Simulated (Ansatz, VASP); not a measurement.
CaS in VASP and in Ansatz

```
CELL_PARAMETERS angstrom
0.00000 2.81658 2.81658
2.81658 0.00000 2.81658
2.81658 2.81658 0.00000
ATOMIC_POSITIONS crystal
Ca 0.00000 0.00000 0.00000
S 0.50000 0.50000 0.50000
```

Alike in both runs: functional PBEsol; k mesh 8 × 8 × 8; occupations gaussian, width 0.02 eV; no spin polarisation.

Ansatz relaxed the structure, and its values are those at the end. VASP's run is a single point on that final structure, the one shown.

|  | VASP | Ansatz |
| --- | --- | --- |
| version | VASP 6.6.1 | Ansatz 0.2.0 |
| potentials or method | VASP PAW PBE potentials, release 64 (Ca_sv, S), cutoff 500 eV | scalar-relativistic, plane waves, PAW |
| valence electrons in the cell | 16 | 16 |

Ansatz gave:

* gap on the k mesh at the Fermi level (eV): 2.16
* least direct gap on the mesh (eV): 3.00
* pressure (GPa): 0.0

Task: Which values does VASP return?

Result: gap on the k mesh at the Fermi level (eV): 2.15; least direct gap on the mesh (eV): 3.00; pressure (GPa): 0.2.

VASP's potentials were made for PBE, not for PBEsol. With one functional, cell and mesh, what is left measures potentials, basis and numerics.
